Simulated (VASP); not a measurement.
# ZnSe: single point with PBEsol

ZnSe:

```
Zn Se
1.0
     0.00000    2.82252    2.82252
     2.82252    0.00000    2.82252
     2.82252    2.82252    0.00000
Zn Se
1 1
Direct
  0.00000 0.00000 0.00000
  0.75000 0.75000 0.75000
```

This cell differs from its parent crystal: strained.

- Program: VASP 6.6.1
- Task: single point
- Functional: PBEsol
- Potentials or basis: VASP PAW PBE potentials, release 64 (Zn, Se)
- Cutoff: 520 eV
- k mesh: 8 × 8 × 8
- Occupations: gaussian, width 0.02 eV
- Spin: no spin polarisation

- Pressure: -0.1 GPa
- Band gap on the k mesh: 1.22 eV, direct

Levels at points of the mesh, in eV from the valence-band top:
```
           k point  band 5  band 6  band 7  band 8  band 9  band 10  band 11  band 12  band 13  band 14
(0.00, 0.00, 0.00)   -6.22   -6.22    0.00    0.00    0.00     1.22     5.73     5.73     5.73     9.78
(0.50, 0.00, 0.00)   -6.20   -6.06   -5.36   -0.89   -0.89     2.47     6.30     6.30     8.44    10.87
(0.50, 0.50, 0.00)   -6.17   -6.04   -4.84   -2.25   -2.25     2.81     3.37    10.70    11.25    11.25
```

It took 34 s on 1 thread of Intel Xeon 8259CL, on a shared host, peak memory 0.18 GiB.

Caveat: the cell differs from its parent crystal (strained); the PAW data sets were made with another functional, which shifts forces and pressure a little.
